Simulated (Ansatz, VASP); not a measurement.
## One calculation of MgSi4N2, two programs

```xyz
7
Lattice="-1.7787 3.2962 4.4968 1.7787 -3.2962 4.4968 1.7787 3.2962 -4.4968" Properties=species:S:1:pos:R:3 pbc="T T T"
Mg    1.7787    0.0000    0.0000
Si    0.0000    4.5008    1.6015
Si    1.7787    1.2046    2.8954
Si    0.0000    2.0916    1.6015
Si    1.7787   -1.2046    2.8954
N     0.0000    1.3942    0.0000
N     0.0000    5.1982    0.0000
```

Alike in both runs: task single point; functional PBE; k mesh 6 × 6 × 6; occupations gaussian, width 0.1 eV; collinear spin.

|  | VASP | Ansatz |
| --- | --- | --- |
| version | VASP 6.6.1 | Ansatz 0.2.0 |
| potentials or method | VASP PAW PBE potentials, release 64 (Mg, Si, N), cutoff 520 eV | scalar-relativistic, plane waves, PAW |
| valence electrons in the cell | 28 | 36 |

Ansatz gave:

* gap on the k mesh at the Fermi level (eV): none
* pressure (GPa): 0.2
* traceless stress, the component that is largest in VASP (GPa): -0.31
* rms of the force components (eV/Å): 0.007
* net moment per atom (μB): 0.00

Task: Which values does VASP return?

Result: gap on the k mesh at the Fermi level (eV): none; pressure (GPa): 0.0; traceless stress, the component that is largest in VASP (GPa): -0.33; rms of the force components (eV/Å): 0.008; net moment per atom (μB): 0.00.

Atom by atom the forces differ by 0.005 eV/Å (rms over components). A gap of «none» marks a metal or a gap that the smearing closes. With one functional, cell and mesh, what is left measures potentials, basis and numerics. VASP's potentials hold 28 valence electrons a cell and Ansatz's 36, so a difference there can come from the potentials and not from the codes. Ansatz's warnings: seeded moment not kept.
